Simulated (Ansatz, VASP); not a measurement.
# One calculation of Sn, two programs

File INCAR:

```
  PREC = Accurate
  ENCUT = 520
  EDIFF = 1E-6
  ISMEAR = 0
  SIGMA = 0.1
  LREAL = False
  LASPH = True
  NELM = 80
  ALGO = Normal
  ISIF = 2
  LWAVE = False
  LCHARG = True
  GGA = RP
  LELF = True
  LVHAR = True
  NBANDS = 13
```

KPOINTS

```
Automatic mesh
0
Gamma
  11 11 11
```

Contents of POSCAR:

```
Sn
1.0
   -1.7265390000      1.7755470000      2.3383420000
    1.7265390000     -1.7755470000      2.3383420000
    1.7265390000      1.7755470000     -2.3383420000
Sn
1
Direct
    0.0000000000      0.0000000000      0.0000000000
```

input.yaml

```yaml
crystal:
  lattice:
    - [-1.726539, 1.775547, 2.338342]
    - [1.726539, -1.775547, 2.338342]
    - [1.726539, 1.775547, -2.338342]
  atoms:
    - { symbol: Sn, position: [0.0, 0.0, 0.0] }
kpoints:
  mp_grid: { grid: [11, 11, 11] }
scf:
  occupations: { method: gaussian, width: 0.1 }
hamiltonian:
  xc: rpbe
  pseudopotentials: { kind: all_electron, lapw: { basis_error: 0.001 } }
output:
  forces: true
  stress: true
  eigenvalues: true
```

Alike in both runs: task single point; functional RPBE; k mesh 11 × 11 × 11; occupations gaussian, width 0.1 eV; no spin polarisation.

```csv
,VASP,Ansatz
version,VASP 6.6.1,Ansatz 0.2.0
potentials or method,"VASP PAW PBE potentials, release 64 (Sn_d), cutoff 520 eV","all-electron LAPW, scalar-relativistic"
```

```csv
,VASP,Ansatz,Ansatz less VASP
gap on the k mesh at the Fermi level (eV),none,none,-
pressure (GPa),0.3,0.3,0.00
"traceless stress, the component that is largest in VASP (GPa)",-1.08,-1.08,-0.002
```

VASP's potentials were made for PBE, not for RPBE. A gap of «none» marks a metal or a gap that the smearing closes. Ansatz ran all-electron here, and VASP with PAW potentials.
